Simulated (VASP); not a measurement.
# HfH6 (I4/mmm) in VASP: relaxation of cell and atoms with PBE

Aim: the relaxation of cell and atoms of HfH6 with PBE.

Everything below comes from runs of VASP 6.6.1. Logs are shortened: lines on timing, memory, paths and dates and some standing lists are left out, and cuts for length are marked.

### 1 The cell of the first run

The structure is tetragonal, space group I4/mmm (No. 139). The conventional cell has a = 5.791 Å, b = 5.791 Å, c = 3.621 Å, α = 90.00°, β = 90.00°, γ = 90.00°. Hf (site symmetry 4/mmm) has 4 H at 1.95 Å within 2.6 Å. Within 1.3 Å of H (site symmetry m2m) lie 1 H at 0.95 Å. H (site symmetry mmm) has 2 H at 0.95 Å within 1.3 Å.

The cell was built from a structure type or drawn by symmetry, and may not be a known phase.

### 2 Relaxation of cell and atoms, PBE

INCAR

```
  ALGO = Normal
  EDIFF = 1E-6
  EDIFFG = -0.01
  ENCUT = 600
  GGA = PE
  IBRION = 2
  ISIF = 3
  ISMEAR = 0
  LASPH = True
  LCHARG = False
  LREAL = False
  LWAVE = False
  NELM = 60
  NSW = 100
  PREC = Accurate
  SIGMA = 0.1
```

KPOINTS

```
k-points
0
Gamma
  12 12 12
```

POSCAR

```
HfH6
1.0
   -2.8957206451      2.8957206451      1.8107404388
    2.8957206451     -2.8957206451      1.8107404388
    2.8957206451      2.8957206451     -1.8107404388
Hf H
1 6
Direct
    0.0000000000      0.0000000000      0.0000000000
    0.0000000000      0.3364857429      0.3364857429
    0.0000000000      0.6635142571      0.6635142571
    0.3364857429      0.0000000000      0.3364857429
    0.6635142571      0.0000000000      0.6635142571
    0.5000000000      0.0000000000      0.5000000000
    0.0000000000      0.5000000000      0.5000000000
```

Potentials or basis: VASP PAW PBE potentials, release 64 (Hf_pv, H).

Started as:

```console
cat potpaw_PBE.64/Hf_pv/POTCAR potpaw_PBE.64/H/POTCAR > POTCAR
mpirun -np 1 vasp_std > vasp.out
```

OUTCAR:

```text
EDIFF = 1E-6
   EDIFFG = -0.01
   ENCUT = 600
   GGA = PE
   IBRION = 2
   ISIF = 3
   ISMEAR = 0
   LASPH = True
   LREAL = False
   NELM = 60
   NSW = 100
   PREC = Accurate

 ion  position               nearest neighbor table
   1  0.000  0.000  0.000-   2 1.95   3 1.95   4 1.95   5 1.95
   2  0.000  0.336  0.336-   1 1.95
   3  0.000  0.664  0.664-   1 1.95
   4  0.336  0.000  0.336-   1 1.95
   5  0.664  0.000  0.664-   1 1.95
   6  0.500  0.000  0.500-
   7  0.000  0.500  0.500-

  LATTYP: Found a body centered tetragonal cell.
 ALAT       =     5.7914412902
 C/A-ratio  =     0.6253159958

  Lattice vectors:

 A1 = (  -2.8957206451,   2.8957206451,   1.8107404388)
 A2 = (   2.8957206451,  -2.8957206451,   1.8107404388)
 A3 = (   2.8957206451,   2.8957206451,  -1.8107404388)

Analysis of symmetry for initial positions (statically):
=====================================================================
 Subroutine PRICEL returns:
 Original cell was already a primitive cell.

 Routine SETGRP: Setting up the symmetry group for a
 body centered tetragonal supercell.

 Subroutine GETGRP returns: Found 16 space group operations
 (whereof 16 operations were pure point group operations)
 out of a pool of 16 trial point group operations.

The static configuration has the point symmetry D_4h.

Analysis of symmetry for dynamics (positions and initial velocities):
=====================================================================
 Subroutine PRICEL returns:
 Original cell was already a primitive cell.

 Routine SETGRP: Setting up the symmetry group for a
 body centered tetragonal supercell.

 Subroutine GETGRP returns: Found 16 space group operations
 (whereof 16 operations were pure point group operations)
 out of a pool of 16 trial point group operations.

The dynamic configuration has the point symmetry D_4h.

 Subroutine INISYM returns: Found 16 space group operations
 (whereof 16 operations are pure point group operations),
 and found     1 'primitive' translations

----------------------------------------------------------------------------------------

                                     Primitive cell

  volume of cell :      60.7337

  direct lattice vectors                    reciprocal lattice vectors
    -2.895720645  2.895720645  1.810740439     0.000000000  0.172668590  0.276130134
     2.895720645 -2.895720645  1.810740439     0.172668590  0.000000000  0.276130134
     2.895720645  2.895720645 -1.810740439     0.172668590  0.172668590  0.000000000

  length of vectors
     4.477630740  4.477630740  4.477630740     0.325672063  0.325672063  0.244190261

  position of ions in fractional coordinates (direct lattice)
     0.000000000  0.000000000  0.000000000
     0.000000000  0.336485743  0.336485743
     0.000000000  0.663514257  0.663514257
     0.336485743  0.000000000  0.336485743
     0.663514257  0.000000000  0.663514257
     0.500000000  0.000000000  0.500000000
     0.000000000  0.500000000  0.500000000

  ion indices of the primitive-cell ions
   primitive index   ion index
                 1           1
                 2           2
                 3           3
                 4           4
                 5           5
                 6           6
                 7           7

----------------------------------------------------------------------------------------

 KPOINTS: k-points

Automatic generation of k-mesh.
 Grid dimensions read from file:
 generate k-points for:   12   12   12

 Generating k-lattice:

  Cartesian coordinates                     Fractional coordinates (reciprocal lattice)
     0.000000000  0.014389049  0.023010844     0.083333333  0.000000000 -0.000000000
     0.014389049  0.000000000  0.023010844     0.000000000  0.083333333 -0.000000000
     0.014389049  0.014389049  0.000000000     0.000000000  0.000000000  0.083333333

  Length of vectors
     0.027139339  0.027139339  0.020349188

  Shift w.r.t. Gamma in fractional coordinates (k-lattice)
     0.000000000  0.000000000  0.000000000

 Subroutine IBZKPT returns following result:
 ===========================================

 Found    163 irreducible k-points:

 Following reciprocal coordinates:
            Coordinates               Weight
  0.000000  0.000000  0.000000      1.000000
  0.083333  0.000000  0.000000      8.000000
  0.166667  0.000000 -0.000000      8.000000
  0.250000  0.000000 -0.000000      8.000000
  0.333333  0.000000  0.000000      8.000000
  0.416667  0.000000  0.000000      8.000000
[... 16 lines left out ...]
  0.500000  0.166667 -0.000000     16.000000
 -0.416667  0.166667  0.000000     16.000000
 [... further k-points ...]
   k-points           NKPTS =    163   k-points in BZ     NKDIM =    163   number of bands    NBANDS=     12
   number of dos      NEDOS =    301   number of ions     NIONS =      7
   total plane-waves  NPLWV =  46656
   dimension x,y,z NGX =    36 NGY =   36 NGZ =   36
   dimension x,y,z NGXF=    72 NGYF=   72 NGZF=   72
   ions per type =               1   6
   NGX,Y,Z   is equivalent  to a cutoff of  13.37, 13.37, 13.37 a.u.
   NGXF,Y,Z  is equivalent  to a cutoff of  26.73, 26.73, 26.73 a.u.
 SYSTEM =  unknown system
   PREC   = accura    normal or accurate (medium, high low for compatibility)
   ISTART =      0    job   : 0-new  1-cont  2-samecut
   ICHARG =      2    charge: 1-file 2-atom 10-const
   ISPIN  =      1    spin polarized calculation?
   LNONCOLLINEAR =      F non collinear calculations
   LSORBIT =      F    spin-orbit coupling
   LASPH  =      T    aspherical Exc in radial PAW
   ENCUT  =  600.0 eV  44.10 Ry    6.64 a.u.   8.94  8.94  8.94*2*pi/ulx,y,z
   NELM   =     60;   NELMIN=  2; NELMDL= -5     # of ELM steps
   EDIFF  = 0.1E-05   stopping-criterion for ELM
   LREAL  =      F    real-space projection
   EDIFFG = -.1E-01   stopping-criterion for IOM
   NSW    =    100    number of steps for IOM
   IBRION =      2    ionic relax: 0-MD 1-quasi-New 2-CG
   NFREE  =      1    steps in history (QN), initial steepest desc. (CG)
   ISIF   =      3    stress and relaxation
   ISYM   =      2    0-nonsym 1-usesym 2-fastsym
   POTIM  = 0.5000    time-step for ionic-motion
   TEBEG  =    0.0;   TEEND  =   0.0 temperature during run
   PSTRESS=    0.0 pullay stress
   NELECT =      16.0000    total number of electrons
   NUPDOWN=      -1.0000    fix difference up-down
   EMIN   =  10.00;   EMAX   =-10.00  energy-range for DOS
   EFERMI =   0.00;   METHOD = LEGACY
   ISMEAR =     0;   SIGMA  =   0.10  broadening in eV -4-tet -1-fermi 0-gaus
   EFERMI_NEDOS =   21; number of points for ismear=-14 and -15
   IALGO  =     38    algorithm
   IMIX   =      4    mixing-type and parameters
     AMIX     =   0.40;   BMIX     =  1.00
     AMIX_MAG =   1.60;   BMIX_MAG =  1.00
  volume/ion in A,a.u.               =       8.68        58.55
  Fermi-wavevector in a.u.,A,eV,Ry     =   1.049474  1.983218 14.985396  1.101396
  Thomas-Fermi vector in A             =   2.184438
   LORBIT       =      0    0 simple, 1 ext, 2 COOP (PROOUT), +10 PAW based schemes
   GGA     = PE    functional components
   LHFCALC =     F    Hartree Fock is set to
   AEXX    =    0.0000 exact exchange contribution
   IVDW    =     0    specifies the selected vdW correction
   LEPSILON=     F    determine dielectric tensor
   LRPA    =     F    only Hartree local field effects (RPA)
 conjugate gradient relaxation of ions
 non-spin polarized calculation
 Gauss-broadening in eV      SIGMA  =   0.10
  energy-cutoff  :      600.00
  volume of cell :       60.73
 maximum number of plane-waves:      2060
   NGX = 17   NGY = 17   NGZ = 17

 number of electron      16.0000002 magnetization

 Free energy of the ion-electron system (eV)
  ---------------------------------------------------
  ext. energy  EPLUGINS =         0.00000000
  ---------------------------------------------------
  free energy    TOTEN  =       -26.27193305 eV

  energy without entropy =      -26.26549207  energy(sigma->0) =      -26.26871256

 E-fermi :   1.5440     XC(G=0):  -8.9941

 val. band max:        1.5367912503   @ k =  -0.3333  -0.3333   0.0833
 cond. band min:       1.5446744124   @ k =  -0.2500  -0.4167   0.0833
 fundamental gap:      0.0078831620
 Fermi energy:         1.5440423882

 k-point     1 :       0.0000    0.0000    0.0000
  band No.  band energies     occupation
      1     -30.4732      2.00000
      2     -30.4732      2.00000
      3     -30.3048      2.00000
      4      -9.9110      2.00000
      5      -4.0409      2.00000
      6      -0.3901      2.00000
      7      -0.3901      2.00000
      8      -0.2681      2.00000
      9       1.0567      2.00000
     10       2.2927      0.00000
     11       3.2247      0.00000
     12       3.2842      0.00000

 k-point     2 :       0.0833    0.0000    0.0000
  band No.  band energies     occupation
      1     -30.4730      2.00000
      2     -30.4730      2.00000
      3     -30.3113      2.00000
      4      -9.8242      2.00000
      5      -4.1653      2.00000
      6      -0.8056      2.00000
      7      -0.4352      2.00000
      8       0.0916      2.00000
      9       1.1851      2.00000
     10       2.4701      0.00000
     11       3.0809      0.00000
     12       3.1213      0.00000
[... 301 lines left out ...]
 k-point    23 :       0.5000    0.1667   -0.0000
  band No.  band energies     occupation
      1     -30.4751      2.00000
      2     -30.4711      2.00000
      3     -30.3773      2.00000
      4      -8.3516      2.00000
      5      -5.6843      2.00000
      6      -2.9352      2.00000
      7      -1.3730      2.00000
      8       1.3245      1.99810
      9       1.9268      0.00000
     10       2.3747      0.00000
     11       3.1712      0.00000
     12       3.9947      0.00000

 k-point    24 :      -0.4167    0.1667    0.0000
  band No.  band energies     occupation
      1     -30.4770      2.00000
      2     -30.4716      2.00000
      3     -30.3535      2.00000
      4      -8.8727      2.00000
      5      -4.9262      2.00000
      6      -2.9529      2.00000
      7      -1.4098      2.00000
      8       1.1433      2.00000
      9       1.7122      0.01741
     10       2.5335      0.00000
     11       3.0752      0.00000
     12       3.9365      0.00000

 [... further k-points ...]

------------------------ aborting loop because EDIFF is reached ----------------------------------------

  FORCE on cell =-STRESS in cart. coord.  units (eV):
  Direction    XX          YY          ZZ          XY          YZ          ZX
  --------------------------------------------------------------------------------------
  -------------------------------------------------------------------------------------
  Total        0.0647145      0.0647145     -0.0059090      0.0000000     -0.0000000      0.0000000
  in kB        1.7071922      1.7071922     -0.1558818      0.0000000     -0.0000000      0.0000000
  external PRESSURE =       1.0861675 kB  Pullay stress =       0.0000000 kB

 VOLUME and BASIS-vectors are now :
 -----------------------------------------------------------------------------
  energy-cutoff  :      600.00
  volume of cell :       60.73
      direct lattice vectors                 reciprocal lattice vectors
    -2.895720645  2.895720645  1.810740439     0.000000000  0.172668590  0.276130134
     2.895720645 -2.895720645  1.810740439     0.172668590  0.000000000  0.276130134
     2.895720645  2.895720645 -1.810740439     0.172668590  0.172668590  0.000000000

 POSITION                                       TOTAL-FORCE (eV/Angst)
 -----------------------------------------------------------------------------------
      0.00000      0.00000      0.00000         0.000000      0.000000      0.000000
      1.94874      0.00000      0.00000         0.002319     -0.000000     -0.000000
      3.84270      0.00000      0.00000        -0.002319      0.000000      0.000000
      0.00000      1.94874      0.00000         0.000000      0.002319     -0.000000
      0.00000      3.84270      0.00000         0.000000     -0.002319      0.000000
      0.00000      2.89572      0.00000         0.000000      0.000000     -0.000000
      2.89572      0.00000      0.00000         0.000000     -0.000000     -0.000000
 -----------------------------------------------------------------------------------
    total drift:                                0.000000      0.000000     -0.000000

  FREE ENERGIE OF THE ION-ELECTRON SYSTEM (eV)
  ---------------------------------------------------
  free  energy   TOTEN  =       -26.2719330461 eV

  energy  without entropy=      -26.2654920707  energy(sigma->0) =      -26.26871256

 reached required accuracy - stopping structural energy minimisation
```

Run time: 48 s. Hardware: 1 thread of Intel Xeon 6975P-C (Granite Rapids), shared host; peak memory 0.32 GiB.

Results:

```yaml
Free_energy: -26.2719 eV
Pressure_after_relaxing: 0.1 GPa
Band_gap_on_the_k_mesh: zero (bands 8 and 9 overlap by 0.97 eV)
```

Forces on the atoms (eV/Å):
```
Hf   0.000  0.000  0.000
H    0.002  0.000  0.000
H   -0.002  0.000  0.000
H    0.000  0.002  0.000
H    0.000 -0.002  0.000
H    0.000  0.000  0.000
H    0.000  0.000  0.000
```

Final structure:
```
Hf H
1.0
    -2.89572    2.89572    1.81074
     2.89572   -2.89572    1.81074
     2.89572    2.89572   -1.81074
Hf H
1 6
Direct
  0.00000 0.00000 0.00000
  0.00000 0.33649 0.33649
  0.00000 0.66351 0.66351
  0.33649 0.00000 0.33649
  0.66351 0.00000 0.66351
  0.50000 0.00000 0.50000
  0.00000 0.50000 0.50000
```

Caveat: the relaxation stopped at its first step, so nothing moved; spin-orbit coupling is left out, which moves the levels of the heavy elements.
